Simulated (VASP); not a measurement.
Wanted: the native input for a VASP 6.6.1 run.

```
Task                   : single point
Functional             : r2SCAN
Potentials or basis    : VASP PAW PBE potentials, release 64 (B, As)
Cutoff                 : 520 eV
k mesh                 : 6 × 6 × 6
Occupations            : gaussian, width 0.02 eV
Spin                   : no spin polarisation
Dipole correction      : no
Further INCAR settings : ALGO = Normal; EDIFF = 1e-06; NBANDS = 36
```

The system is B6As.

```
CELL_PARAMETERS angstrom
3.15709 1.82275 4.11399
-3.15709 1.82275 4.11399
0.00000 -3.64550 4.11399
ATOMIC_POSITIONS crystal
B 0.01309 0.01309 0.32396
B 0.01309 0.32396 0.01309
B 0.82285 0.27093 0.82285
B 0.82285 0.82285 0.27093
B 0.27093 0.82285 0.82285
B 0.72907 0.17715 0.17715
B 0.17715 0.72907 0.17715
B 0.17715 0.17715 0.72907
B 0.98691 0.67604 0.98691
B 0.98691 0.98691 0.67604
B 0.67604 0.98691 0.98691
B 0.32396 0.01309 0.01309
As 0.59991 0.59991 0.59991
As 0.40009 0.40009 0.40009
```

These files were run (other wordings do the same):

POSCAR

```
B6As
1.0
    3.1570928695      1.8227484181      4.1139896495
   -3.1570928695      1.8227484181      4.1139896495
    0.0000000000     -3.6454968361      4.1139896495
B As
12 2
Direct
    0.0130858313      0.0130858313      0.3239591589
    0.0130858313      0.3239591589      0.0130858313
    0.8228473798      0.2709303979      0.8228473798
    0.8228473798      0.8228473798      0.2709303979
    0.2709303979      0.8228473798      0.8228473798
    0.7290696021      0.1771526202      0.1771526202
    0.1771526202      0.7290696021      0.1771526202
    0.1771526202      0.1771526202      0.7290696021
    0.9869141687      0.6760408411      0.9869141687
    0.9869141687      0.9869141687      0.6760408411
    0.6760408411      0.9869141687      0.9869141687
    0.3239591589      0.0130858313      0.0130858313
    0.5999058285      0.5999058285      0.5999058285
    0.4000941715      0.4000941715      0.4000941715
```

INCAR.step1

```
SYSTEM = B6As
ALGO = Normal ; EDIFF = 1E-4
ENCUT = 520 ; GGA = PE
ISMEAR = 0 ; LASPH = .TRUE.
LCHARG = .FALSE. ; LREAL = .FALSE.
LWAVE = .TRUE. ; NBANDS = 36
NELM = 60 ; PREC = Accurate
SIGMA = 0.02
```

INCAR.step2

```
SYSTEM = B6As
ALGO = Normal ; EDIFF = 1E-6
ENCUT = 520 ; ISIF = 2
ISMEAR = 0 ; ISTART = 1
LASPH = .TRUE. ; LCHARG = .FALSE.
LMIXTAU = .TRUE. ; LREAL = .FALSE.
LWAVE = .FALSE. ; METAGGA = R2SCAN
NBANDS = 36 ; NELM = 60
PREC = Accurate ; SIGMA = 0.02
```

KPOINTS

```
k-points
0
G
  6 6 6
  0 0 0
```

Potentials or basis: VASP PAW PBE potentials, release 64 (B, As).

The run is started by

```bash
$ cat potpaw_PBE.64/B/POTCAR potpaw_PBE.64/As/POTCAR > POTCAR
$ cp INCAR.step1 INCAR
$ mpirun -np 1 vasp_std > vasp.out
$ cp INCAR.step2 INCAR
$ mpirun -np 1 vasp_std > vasp.out
```

Results of the run:

- Pressure: -15.0 GPa
- Largest force: 0.009 eV/Å
- Band gap on the k mesh: 2.32 eV

Caveat: the cell stands under tension; the PAW data sets were made with another functional, which shifts forces and pressure a little.

Wall time 8.2 min on 1 thread of AMD EPYC 9R14 (Zen 4), with other jobs on the host, peak memory 0.33 GiB.
